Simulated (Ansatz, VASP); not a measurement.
Two plane-wave programs on Y

INCAR

```
PREC     = Accurate       # precision mode
ENCUT    = 520            # plane-wave cutoff, eV
EDIFF    = 1E-6           # SCF threshold, eV
ISMEAR   = 0              # smearing method
SIGMA    = 0.15           # smearing width, eV
LREAL    = F              # projectors in reciprocal space
LASPH    = T              # aspherical terms in the spheres
NELM     = 80             # most SCF steps
ALGO     = Fast           # electronic algorithm
ISIF     = 2              # what is computed and relaxed
LWAVE    = F              # write WAVECAR
LCHARG   = T              # write CHGCAR
GGA      = PE             # functional
LELF     = T              # ELF
LVHAR    = T            
NBANDS   = 18             # bands
```

Contents of KPOINTS:

```
Automatic mesh
0
Gamma
  18 18 8
```

POSCAR

```
Y
1.0
    3.4689242752      0.0000000000      0.0000000000
   -1.7344621376      3.0041765462      0.0000000000
    0.0000000000      0.0000000000      5.8910850000
Y
2
Direct
    0.3333333333      0.6666666667      0.2500000000
    0.6666666667      0.3333333333      0.7500000000
```

Input for Ansatz:

```yaml
crystal:
  lattice:
    - [3.4689242752, 0.0, 0.0]
    - [-1.7344621376, 3.0041765462, 0.0]
    - [0.0, 0.0, 5.891085]
  atoms:
    - { symbol: "Y", position: [0.3333333333, 0.6666666667, 0.25] }
    - { symbol: "Y", position: [0.6666666667, 0.3333333333, 0.75] }
basis:
  ecutwfc: 420
kpoints:
  mp_grid: { grid: [18, 18, 8] }
hamiltonian:
  xc: pbe
scf:
  occupations: { method: gaussian, width: 0.15 }
output:
  forces: true
  stress: true
  eigenvalues: true
```

Change from the starting cell: strain -0.050 along x and y, +0.025 along z, atoms carried along.

Alike in both runs: task single point; functional PBE; k mesh 18 × 18 × 8; occupations gaussian, width 0.15 eV; no spin polarisation.

|  | VASP | Ansatz |
| --- | --- | --- |
| version | VASP 6.6.1 | Ansatz 0.2.0 |
| potentials or method | VASP PAW PBE potentials, release 64 (Y_sv), cutoff 520 eV | scalar-relativistic, plane waves, PAW |
| valence electrons in the cell | 22 | 22 |

VASP gave:

- gap on the k mesh at the Fermi level (eV): none
- pressure (GPa): 2.8
- traceless stress, the component that is largest in VASP (GPa): -3.23

Problem. Estimate Ansatz's values.

Solution. gap on the k mesh at the Fermi level (eV): none; pressure (GPa): 3.0; traceless stress, the component that is largest in VASP (GPa): -3.24.

A gap of «none» marks a metal or a gap that the smearing closes. The functional is the same, so the differences come from potentials, cutoffs and numerics.
